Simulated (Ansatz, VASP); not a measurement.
## ZrB: VASP beside Ansatz

The input INCAR:

```
PREC     = Accurate       # precision mode
ENCUT    = 500            # plane-wave cutoff, eV
EDIFF    = 1E-7           # SCF threshold, eV
ISMEAR   = 0              # smearing method
SIGMA    = 0.1            # smearing width, eV
LREAL    = False          # projectors in reciprocal space
LASPH    = True           # aspherical terms in the spheres
NELM     = 120            # most SCF steps
ALGO     = Normal         # electronic algorithm
ISIF     = 3              # what is computed and relaxed
LWAVE    = False          # write WAVECAR
LCHARG   = False          # write CHGCAR
GGA      = PE             # functional
IBRION   = 2              # ionic algorithm
NSW      = 100            # ionic steps
EDIFFG   = -0.05          # ionic threshold
GGA_COMPAT= False        
NELMIN   = 4
```

File KPOINTS:

```
regular mesh
0
Gamma
  8 8 8
```

POSCAR

```
ZrB
1.0
    0.0000000000      2.3250000000      2.3250000000
    2.3250000000      0.0000000000      2.3250000000
    2.3250000000      2.3250000000      0.0000000000
Zr B
1 1
Direct
    0.0000000000      0.0000000000      0.0000000000
    0.5000000000      0.5000000000      0.5000000000
```

Input for Ansatz:

```yaml
crystal:
  lattice:
    - [0.0, 2.325, 2.325]
    - [2.325, 0.0, 2.325]
    - [2.325, 2.325, 0.0]
  atoms:
    - { symbol: Zr, position: [0.0, 0.0, 0.0] }
    - { symbol: B, position: [0.5, 0.5, 0.5] }
basis:
  ecutwfc: 420
kpoints:
  mp_grid: { grid: [8, 8, 8] }
hamiltonian:
  xc: pbe
scf:
  occupations: { method: gaussian, width: 0.1 }
output:
  forces: true
  stress: true
  eigenvalues: true
relax:
  adjacent_minimum: "off"
  f_tol: 0.05
  max_steps: 80
  cell: { stress_tol: 0.5 }
```

Alike in both runs: task relaxation of cell and atoms; functional PBE; k mesh 8 × 8 × 8; occupations gaussian, width 0.1 eV; no spin polarisation.

|  | VASP | Ansatz |
| --- | --- | --- |
| version | VASP 6.6.1 | Ansatz 0.2.0 |
| potentials or method | VASP PAW PBE potentials, release 64 (Zr_sv, B), cutoff 500 eV | scalar-relativistic, plane waves, PAW |
| valence electrons in the cell | 15 | 15 |

|  | VASP | Ansatz | Ansatz less VASP |
| --- | --- | --- | --- |
| gap on the k mesh at the Fermi level, each at its own relaxed structure (eV) | none | none | - |
| relaxed volume (Å³/atom) | 14.78 | 14.73 | -0.048 |
| relaxed cell length with the largest relative difference (Å) | 3.471 | 3.467 | -0.0038 |

A gap of «none» marks a metal or a gap that the smearing closes.

Noted on VASP's run: the volume moved by over 15 % at a fixed basis, so the end points are rough.
